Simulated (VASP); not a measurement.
PbO2:

```
Pb O
1.0
     0.00000    2.70199    2.70199
     2.70199    0.00000    2.70199
     2.70199    2.70199    0.00000
Pb O
1 2
Direct
  0.00000 0.00000 0.00000
  0.75000 0.75000 0.75000
  0.25000 0.25000 0.25000
```

| Item | Value |
| --- | --- |
| Program | VASP 6.6.1 |
| Task | relaxation of cell and atoms |
| Functional | PBEsol |
| Potentials or basis | VASP PAW PBE potentials, release 64 (Pb_d, O) |
| Cutoff | 600 eV |
| k mesh | 9 × 9 × 9 |
| Occupations | fermi-dirac, width 0.05 eV |
| Spin | no spin polarisation |

At the start: pressure -5.6 GPa; volume 13.15 Å³/atom.

Q: How do energy, volume and symmetry change on relaxing?

A: Over 3 steps the energy falls by 9.3 meV/atom and the volume is 12.64 Å³/atom (-3.9 %); space group Fm-3m (No. 225, to 0.1 Å) before and after.

Step by step:
```
step  energy change (eV)  largest force (eV/Å)  pressure (GPa)  volume (Å³)
   1              0.0000                0.0000           -5.59        39.45
   2             -0.0141                0.0000            4.47        36.89
   3             -0.0280                0.0000           -0.02        37.91
```

Final structure:
```yaml
crystal:
  lattice:
    - [0.00000, 2.66638, 2.66638]
    - [2.66638, 0.00000, 2.66638]
    - [2.66638, 2.66638, 0.00000]
  atoms:
    - { symbol: Pb, position: [0.00000, 0.00000, 0.00000] }
    - { symbol: O, position: [0.75000, 0.75000, 0.75000] }
    - { symbol: O, position: [0.25000, 0.25000, 0.25000] }
```

Caveat: the PAW data sets were made with another functional, which shifts forces and pressure a little.
